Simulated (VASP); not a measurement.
# ScAl3 (Pm-3m) in VASP: a series of runs

The runs below take ScAl3 through single point, with PBEsol.

Program: VASP 6.6.1. These are calculated values, not measurements. Logs are shortened: lines on timing, memory, paths and dates and some standing lists are left out, and cuts for length are marked.

## 1. The cell of the first run

The structure is cubic, space group Pm-3m (No. 221). Conventional cell: a = 4.159 Å, b = 4.159 Å, c = 4.159 Å, α = 90.00°, β = 90.00°, γ = 90.00°. Sc (site symmetry m-3m) has 12 Al at 2.94 Å within 3.9 Å. Al (site symmetry 4/mmm) has 4 Sc at 2.94 Å and 8 Al at 2.94 Å within 3.9 Å.

## 2. Single point, PBEsol

File INCAR:

```
PREC = Accurate ; ENCUT = 520
EDIFF = 1E-6 ; ISMEAR = 0
SIGMA = 0.2 ; LREAL = False
LASPH = True ; NELM = 100
ALGO = Normal ; ISIF = 2
LWAVE = False ; LCHARG = True
GGA = PS ; LELF = True
LVHAR = True ; NBANDS = 18
```

File KPOINTS:

```
Automatic mesh
0
Gamma
  7 7 7
```

File POSCAR:

```
ScAl3
1.0
    4.1592241456      0.0000000000      0.0000000000
    0.0000000000      4.1592241456      0.0000000000
    0.0000000000      0.0000000000      4.1592241456
Sc Al
1 3
Direct
    0.0000000000      0.0000000000      0.0000000000
    0.5000000000      0.0000000000      0.5000000000
    0.0000000000      0.5000000000      0.5000000000
    0.5000000000      0.5000000000      0.0000000000
```

Potentials or basis: VASP PAW PBE potentials, release 64 (Sc_sv, Al).

The run is started by

```
$ cat potpaw_PBE.64/Sc_sv/POTCAR potpaw_PBE.64/Al/POTCAR > POTCAR
$ mpirun -np 1 vasp_std > vasp.out
```

OUTCAR:

```text
PREC = Accurate
   ENCUT = 520
   EDIFF = 1E-6
   ISMEAR = 0
   LREAL = False
   LASPH = True
   NELM = 100
   ISIF = 2
   GGA = PS

 ion  position               nearest neighbor table
   1  0.000  0.000  0.000-   2 2.94   3 2.94   4 2.94   2 2.94   3 2.94   3 2.94   4 2.94   3 2.94
                             2 2.94   4 2.94   2 2.94   4 2.94
   2  0.500  0.000  0.500-   1 2.94   3 2.94   4 2.94   1 2.94   4 2.94   3 2.94   4 2.94   4 2.94
                             1 2.94   3 2.94   1 2.94   3 2.94
   3  0.000  0.500  0.500-   1 2.94   2 2.94   4 2.94   1 2.94   4 2.94   1 2.94   2 2.94   1 2.94
                             2 2.94   4 2.94   4 2.94   2 2.94
   4  0.500  0.500  0.000-   1 2.94   2 2.94   3 2.94   2 2.94   3 2.94   1 2.94   2 2.94   2 2.94
                             1 2.94   3 2.94   3 2.94   1 2.94

  LATTYP: Found a simple cubic cell.
 ALAT       =     4.1592241456

  Lattice vectors:

 A1 = (   4.1592241456,   0.0000000000,   0.0000000000)
 A2 = (   0.0000000000,   4.1592241456,   0.0000000000)
 A3 = (   0.0000000000,   0.0000000000,   4.1592241456)

Analysis of symmetry for initial positions (statically):
=====================================================================
 Subroutine PRICEL returns:
 Original cell was already a primitive cell.

 Routine SETGRP: Setting up the symmetry group for a
 simple cubic supercell.

 Subroutine GETGRP returns: Found 48 space group operations
 (whereof 48 operations were pure point group operations)
 out of a pool of 48 trial point group operations.

The static configuration has the point symmetry O_h .

Analysis of symmetry for dynamics (positions and initial velocities):
=====================================================================
 Subroutine PRICEL returns:
 Original cell was already a primitive cell.

 Routine SETGRP: Setting up the symmetry group for a
 simple cubic supercell.

 Subroutine GETGRP returns: Found 48 space group operations
 (whereof 48 operations were pure point group operations)
 out of a pool of 48 trial point group operations.

The dynamic configuration has the point symmetry O_h .

 Subroutine INISYM returns: Found 48 space group operations
 (whereof 48 operations are pure point group operations),
 and found     1 'primitive' translations

----------------------------------------------------------------------------------------

                                     Primitive cell

  volume of cell :      71.9510

  direct lattice vectors                    reciprocal lattice vectors
     4.159224146  0.000000000  0.000000000     0.240429456  0.000000000  0.000000000
     0.000000000  4.159224146  0.000000000     0.000000000  0.240429456  0.000000000
     0.000000000  0.000000000  4.159224146     0.000000000  0.000000000  0.240429456

  length of vectors
     4.159224146  4.159224146  4.159224146     0.240429456  0.240429456  0.240429456

  position of ions in fractional coordinates (direct lattice)
     0.000000000  0.000000000  0.000000000
     0.500000000  0.000000000  0.500000000
     0.000000000  0.500000000  0.500000000
     0.500000000  0.500000000  0.000000000

  ion indices of the primitive-cell ions
   primitive index   ion index
                 1           1
                 2           2
                 3           3
                 4           4

----------------------------------------------------------------------------------------

 KPOINTS: Automatic mesh

Automatic generation of k-mesh.
 Grid dimensions read from file:
 generate k-points for:    7    7    7

 Generating k-lattice:

  Cartesian coordinates                     Fractional coordinates (reciprocal lattice)
     0.034347065  0.000000000  0.000000000     0.142857143  0.000000000  0.000000000
     0.000000000  0.034347065  0.000000000     0.000000000  0.142857143  0.000000000
     0.000000000  0.000000000  0.034347065     0.000000000  0.000000000  0.142857143

  Length of vectors
     0.034347065  0.034347065  0.034347065

  Shift w.r.t. Gamma in fractional coordinates (k-lattice)
     0.000000000  0.000000000  0.000000000

 Subroutine IBZKPT returns following result:
 ===========================================

 Found     20 irreducible k-points:

 Following reciprocal coordinates:
            Coordinates               Weight
  0.000000  0.000000  0.000000      1.000000
  0.142857  0.000000  0.000000      6.000000
  0.285714  0.000000  0.000000      6.000000
  0.428571  0.000000  0.000000      6.000000
  0.142857  0.142857  0.000000     12.000000
  0.285714  0.142857  0.000000     24.000000
[... 12 lines left out ...]
  0.428571  0.428571  0.285714     24.000000
  0.428571  0.428571  0.428571      8.000000
   k-points           NKPTS =     20   k-points in BZ     NKDIM =     20   number of bands    NBANDS=     18
   number of dos      NEDOS =    301   number of ions     NIONS =      4
   total plane-waves  NPLWV =  32768
   dimension x,y,z NGX =    32 NGY =   32 NGZ =   32
   dimension x,y,z NGXF=    64 NGYF=   64 NGZF=   64
   ions per type =               1   3
   NGX,Y,Z   is equivalent  to a cutoff of  12.79, 12.79, 12.79 a.u.
   NGXF,Y,Z  is equivalent  to a cutoff of  25.58, 25.58, 25.58 a.u.
 SYSTEM =  unknown system
   PREC   = accura    normal or accurate (medium, high low for compatibility)
   ISTART =      0    job   : 0-new  1-cont  2-samecut
   ICHARG =      2    charge: 1-file 2-atom 10-const
   ISPIN  =      1    spin polarized calculation?
   LNONCOLLINEAR =      F non collinear calculations
   LSORBIT =      F    spin-orbit coupling
   LASPH  =      T    aspherical Exc in radial PAW
   ENCUT  =  520.0 eV  38.22 Ry    6.18 a.u.   7.73  7.73  7.73*2*pi/ulx,y,z
   NELM   =    100;   NELMIN=  2; NELMDL= -5     # of ELM steps
   EDIFF  = 0.1E-05   stopping-criterion for ELM
   LREAL  =      F    real-space projection
   EDIFFG = 0.1E-04   stopping-criterion for IOM
   NSW    =      0    number of steps for IOM
   IBRION =     -1    ionic relax: 0-MD 1-quasi-New 2-CG
   NFREE  =      0    steps in history (QN), initial steepest desc. (CG)
   ISIF   =      2    stress and relaxation
   ISYM   =      2    0-nonsym 1-usesym 2-fastsym
   POTIM  = 0.5000    time-step for ionic-motion
   TEBEG  =    0.0;   TEEND  =   0.0 temperature during run
   PSTRESS=    0.0 pullay stress
   NELECT =      20.0000    total number of electrons
   NUPDOWN=      -1.0000    fix difference up-down
   EMIN   =  10.00;   EMAX   =-10.00  energy-range for DOS
   EFERMI =   0.00;   METHOD = LEGACY
   ISMEAR =     0;   SIGMA  =   0.20  broadening in eV -4-tet -1-fermi 0-gaus
   EFERMI_NEDOS =   21; number of points for ismear=-14 and -15
   IALGO  =     38    algorithm
   IMIX   =      4    mixing-type and parameters
     AMIX     =   0.40;   BMIX     =  1.00
     AMIX_MAG =   1.60;   BMIX_MAG =  1.00
  volume/ion in A,a.u.               =      17.99       121.39
  Fermi-wavevector in a.u.,A,eV,Ry     =   1.068413  2.019008 15.531137  1.141506
  Thomas-Fermi vector in A             =   2.204060
   LORBIT       =      0    0 simple, 1 ext, 2 COOP (PROOUT), +10 PAW based schemes
   GGA     = PS    functional components
   LHFCALC =     F    Hartree Fock is set to
   AEXX    =    0.0000 exact exchange contribution
   IVDW    =     0    specifies the selected vdW correction
   LEPSILON=     F    determine dielectric tensor
   LRPA    =     F    only Hartree local field effects (RPA)
 non-spin polarized calculation
 Gauss-broadening in eV      SIGMA  =   0.20
  energy-cutoff  :      520.00
  volume of cell :       71.95
 maximum number of plane-waves:      1959
 NGX is ok and might be reduce to    32
   NGX = 15   NGY = 15   NGZ = 15

 number of electron      19.9999994 magnetization

 Free energy of the ion-electron system (eV)
  ---------------------------------------------------
  ext. energy  EPLUGINS =         0.00000000
  ---------------------------------------------------
  free energy    TOTEN  =       -20.70727988 eV

  energy without entropy =      -20.67645259  energy(sigma->0) =      -20.69186624

 E-fermi :   6.6843     XC(G=0): -10.2976

 val. band max:        6.6696313895   @ k =   0.2857   0.0000   0.0000
 cond. band min:       6.7645086446   @ k =   0.2857   0.2857   0.0000
 fundamental gap:      0.0948772551
 Fermi energy:         6.6843340188

 k-point     1 :       0.0000    0.0000    0.0000
  band No.  band energies     occupation
      1     -42.1946      2.00000
      2     -20.9732      2.00000
      3     -20.9732      2.00000
      4     -20.9732      2.00000
      5      -3.0055      2.00000
      6       4.1708      2.00000
[... 10 lines left out ...]
     17      11.8073      0.00000
     18      11.8073      0.00000

 k-point     2 :       0.1429    0.0000    0.0000
  band No.  band energies     occupation
      1     -42.1944      2.00000
      2     -20.9781      2.00000
      3     -20.9728      2.00000
      4     -20.9728      2.00000
      5      -2.8250      2.00000
      6       2.9394      2.00000
[... 10 lines left out ...]
     17      11.8759      0.00000
     18      11.8759      0.00000

 k-point     3 :       0.2857    0.0000    0.0000
  band No.  band energies     occupation
      1     -42.1940      2.00000
      2     -20.9891      2.00000
      3     -20.9720      2.00000
      4     -20.9720      2.00000
      5      -2.2952      2.00000
      6       1.3372      2.00000
[... 10 lines left out ...]
     17      11.2815      0.00000
     18      12.2963      0.00000

 k-point     4 :       0.4286    0.0000    0.0000
  band No.  band energies     occupation
      1     -42.1937      2.00000
      2     -20.9978      2.00000
      3     -20.9713      2.00000
      4     -20.9713      2.00000
      5      -1.4850      2.00000
      6      -0.0456      2.00000
[... 10 lines left out ...]
     17      10.6585      0.00000
     18      11.5786      0.00000

 k-point     5 :       0.1429    0.1429    0.0000
  band No.  band energies     occupation
      1     -42.1943      2.00000
      2     -20.9779      2.00000
      3     -20.9774      2.00000
      4     -20.9725      2.00000
      5      -2.6466      2.00000
      6       2.9201      2.00000
[... 10 lines left out ...]
     17      11.9424      0.00000
     18      12.0998      0.00000

 k-point     6 :       0.2857    0.1429    0.0000
  band No.  band energies     occupation
      1     -42.1939      2.00000
      2     -20.9885      2.00000
      3     -20.9767      2.00000
      4     -20.9716      2.00000
      5      -2.1232      2.00000
      6       1.4863      2.00000
[... 10 lines left out ...]
     17      11.0134      0.00000
     18      12.3391      0.00000

 k-point     7 :       0.4286    0.1429    0.0000
  band No.  band energies     occupation
      1     -42.1935      2.00000
      2     -20.9972      2.00000
      3     -20.9759      2.00000
      4     -20.9709      2.00000
      5      -1.3270      2.00000
      6       0.1232      2.00000
[... 10 lines left out ...]
     17      10.9359      0.00000
     18      12.0969      0.00000

 k-point     8 :       0.2857    0.2857    0.0000
  band No.  band energies     occupation
      1     -42.1934      2.00000
      2     -20.9876      2.00000
      3     -20.9869      2.00000
      4     -20.9708      2.00000
      5      -1.6199      2.00000
      6       1.8347      2.00000
[... 10 lines left out ...]
     17      10.9766      0.00000
     18      12.3070      0.00000
[... 145 lines left out ...]
     17      11.5134      0.00000
     18      12.2036      0.00000

 k-point    16 :       0.4286    0.4286    0.1429
  band No.  band energies     occupation
      1     -42.1926      2.00000
      2     -20.9940      2.00000
      3     -20.9938      2.00000
      4     -20.9738      2.00000
      5      -0.0332      2.00000
      6       1.3881      2.00000
[... 10 lines left out ...]
     17      10.8528      0.00000
     18      12.3345      0.00000

 k-point    17 :       0.2857    0.2857    0.2857
  band No.  band energies     occupation
      1     -42.1929      2.00000
      2     -20.9862      2.00000
      3     -20.9851      2.00000
      4     -20.9851      2.00000
      5      -0.9727      2.00000
      6       2.2723      2.00000
[... 10 lines left out ...]
     17      12.1081      0.00000
     18      12.4662      0.00000

 k-point    18 :       0.4286    0.2857    0.2857
  band No.  band energies     occupation
      1     -42.1926      2.00000
      2     -20.9937      2.00000
      3     -20.9849      2.00000
      4     -20.9842      2.00000
      5      -0.2557      2.00000
      6       1.1926      2.00000
[... 10 lines left out ...]
     17      11.4492      0.00000
     18      12.6197      0.00000

 k-point    19 :       0.4286    0.4286    0.2857
  band No.  band energies     occupation
      1     -42.1923      2.00000
      2     -20.9926      2.00000
      3     -20.9924      2.00000
      4     -20.9836      2.00000
      5       0.4256      2.00000
      6       1.6879      2.00000
[... 10 lines left out ...]
     17      10.7224      0.00000
     18      13.6286      0.00000

 k-point    20 :       0.4286    0.4286    0.4286
  band No.  band energies     occupation
      1     -42.1920      2.00000
      2     -20.9915      2.00000
      3     -20.9913      2.00000
      4     -20.9913      2.00000
      5       1.1262      2.00000
      6       2.0486      2.00000
[... 10 lines left out ...]
     17      10.5792      0.00000
     18      15.7221      0.00000

------------------------ aborting loop because EDIFF is reached ----------------------------------------

  FORCE on cell =-STRESS in cart. coord.  units (eV):
  Direction    XX          YY          ZZ          XY          YZ          ZX
  --------------------------------------------------------------------------------------
  -------------------------------------------------------------------------------------
  Total       -2.2851913     -2.2851913     -2.2851913      0.0000000     -0.0000000      0.0000000
  in kB      -50.8857486    -50.8857486    -50.8857486      0.0000000     -0.0000000      0.0000000
  external PRESSURE =     -50.8857486 kB  Pullay stress =       0.0000000 kB

 VOLUME and BASIS-vectors are now :
 -----------------------------------------------------------------------------
  energy-cutoff  :      520.00
  volume of cell :       71.95
      direct lattice vectors                 reciprocal lattice vectors
     4.159224146  0.000000000  0.000000000     0.240429456  0.000000000  0.000000000
     0.000000000  4.159224146  0.000000000     0.000000000  0.240429456  0.000000000
     0.000000000  0.000000000  4.159224146     0.000000000  0.000000000  0.240429456

 POSITION                                       TOTAL-FORCE (eV/Angst)
 -----------------------------------------------------------------------------------
      0.00000      0.00000      0.00000         0.000000      0.000000      0.000000
      2.07961      0.00000      2.07961         0.000000      0.000000      0.000000
      0.00000      2.07961      2.07961         0.000000      0.000000      0.000000
      2.07961      2.07961      0.00000         0.000000      0.000000      0.000000
 -----------------------------------------------------------------------------------
    total drift:                               -0.000000      0.000000      0.000000

  FREE ENERGIE OF THE ION-ELECTRON SYSTEM (eV)
  ---------------------------------------------------
  free  energy   TOTEN  =       -20.7072798837 eV

  energy  without entropy=      -20.6764525864  energy(sigma->0) =      -20.69186624
```

Wall time 9 s (1 thread of Intel Xeon 6975P-C (Granite Rapids), shared host); peak memory 0.18 GiB.

Results:

```yaml
Free_energy: -20.7073 eV
Pressure: -5.1 GPa
Band_gap_on_the_k_mesh: zero (band 10 reaches 7.52 eV, above the bottom of band 11 at 4.14 eV)
```

Levels at points of the mesh, in eV from the Fermi level:
```csv
k point,band 6,band 7,band 8,band 9,band 10,band 11,band 12,band 13,band 14,band 15
"(0.00, 0.00, 0.00)",-2.51,-2.51,-1.71,-1.71,-1.71,1.29,1.32,1.32,1.32,4.44
```

Caveat: the PAW data sets were made with another functional, which shifts forces and pressure a little.

## 3. Single point, PBEsol

This run uses another cell than the first one, of 18.44 Å³/atom, 1.025 times its volume.

File INCAR:

```
PREC     = Accurate       # precision mode
ENCUT    = 520            # plane-wave cutoff, eV
EDIFF    = 1E-7           # SCF threshold, eV
ISMEAR   = 0              # smearing method
SIGMA    = 0.2            # smearing width, eV
LREAL    = False          # projectors in reciprocal space
LASPH    = True           # aspherical terms in the spheres
NELM     = 60             # most SCF steps
ALGO     = Normal         # electronic algorithm
ISIF     = 2              # what is computed and relaxed
LWAVE    = False          # write WAVECAR
LCHARG   = False          # write CHGCAR
GGA      = PS             # functional
NBANDS   = 18             # bands
```

KPOINTS is that of step 2.

File POSCAR:

```
ScAl3
1.0
    4.1940309868      0.0000000000      0.0000000000
    0.0000000000      4.1940309868      0.0000000000
    0.0000000000      0.0000000000      4.1940309868
Sc Al
1 3
Direct
    0.0000000000      0.0000000000      0.0000000000
    0.5000000000      0.0000000000      0.5000000000
    0.0000000000      0.5000000000      0.5000000000
    0.5000000000      0.5000000000      0.0000000000
```

Potentials or basis: VASP PAW PBE potentials, release 64 (Sc_sv, Al).

The run is started by

```
$ cat potpaw_PBE.64/Sc_sv/POTCAR potpaw_PBE.64/Al/POTCAR > POTCAR
$ mpirun -np 1 vasp_std > vasp.out
```

It took 9.5 s on 1 thread of Intel Xeon 6975P-C (Granite Rapids), shared host; peak memory 0.18 GiB.

The run converged. Its results:

| Quantity | Value |
| --- | --- |
| Free energy | -20.6403 eV |
| Pressure | -6.7 GPa |
| Band gap on the k mesh | zero (band 10 reaches 7.18 eV, above the bottom of band 11 at 3.95 eV) |

Levels at points of the mesh, in eV from the Fermi level:
| k point | band 8 | band 9 | band 10 | band 11 | band 12 | band 13 |
| --- | --- | --- | --- | --- | --- | --- |
| (0.00, 0.00, 0.00) | -1.69 | -1.69 | -1.69 | 1.30 | 1.30 | 1.30 |

Caveat: the PAW data sets were made with another functional, which shifts forces and pressure a little.
